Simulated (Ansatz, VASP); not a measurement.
# Two plane-wave programs on BP2

```
B P
1.0
    -3.09813   -3.10010    1.89793
    -3.09822    3.10031   -1.89740
     3.09845   -3.10217   -5.69512
B P
4 8
Direct
  0.99982 0.00096 0.00068
  0.99945 0.49944 0.49890
  0.50065 0.12539 0.62602
  0.50038 0.62434 0.12439
  0.24979 0.56247 0.81206
  0.25043 0.06272 0.31294
  0.24975 0.06206 0.81261
  0.25049 0.56298 0.31255
  0.75043 0.56306 0.81255
  0.74932 0.06203 0.31228
  0.74991 0.81240 0.56253
  0.74959 0.31215 0.06249
```

Change from the starting cell: cell x2, atoms moved at random (sigma 0.05 Å) and cell strained at random (1.5 %), then relaxed without symmetry.

Alike in both runs: functional PBE; k mesh 6 × 6 × 6; occupations gaussian, width 0.2 eV; no spin polarisation.

Ansatz relaxed the structure, and its values are those at the end. VASP's run is a single point on that final structure, the one shown.

```csv
,VASP,Ansatz
version,VASP 6.6.1,Ansatz 0.2.0
potentials or method,"VASP PAW PBE potentials, release 64 (B, P), cutoff 520 eV","scalar-relativistic, plane waves, PAW"
valence electrons in the cell,52,52
```

Ansatz gave:

```
gap on the k mesh at the Fermi level (eV) : none
pressure (GPa)                            : 0.0
rms of the force components (eV/Å)        : 0.003
```

Q: What did VASP give for the same quantities?

A: gap on the k mesh at the Fermi level (eV): none; pressure (GPa): -0.3; rms of the force components (eV/Å): 0.003.

A gap of «none» marks a metal or a gap that the smearing closes.
